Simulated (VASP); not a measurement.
Runs of VASP 6.6.1 on Pt. The structure is that of space group Fm-3m (No. 225), or close to it. The cells are those of the table. 

```csv
task,cell,cutoff (eV),gap on the mesh (eV),pressure (GPa)
relaxation of cell and atoms,"relaxed from a = 2.808 Å, angles 60.0°, 1 atom",600,none,0.0
single point,"a = 2.698 Å, angles 60.0°, 1 atom",520,none,(a)
relaxation of cell and atoms,"relaxed to 41 GPa from a = 2.698 Å, angles 60.0°, 1 atom",600,none,41.0
single point,"a = 2.809 Å, angles 60.0°, 1 atom",520,none,-0.5
```

Alike in all rows: level PBE; potentials or basis VASP PAW PBE potentials, release 64 (Pt); no spin polarisation; k mesh 17 × 17 × 17; smearing fermi-dirac 0.1 eV.

Fill in the values left out.

(a) 40.4.

Caveats: spin-orbit coupling is left out, which moves the levels of the heavy elements; the cell is relaxed towards a set pressure, so the enthalpy falls and the energy may rise (some runs).

A k mesh can miss the band edges, and the runs leave out spin-orbit coupling on Pt.

A gap of «none» marks levels without a gap at the run's occupations.
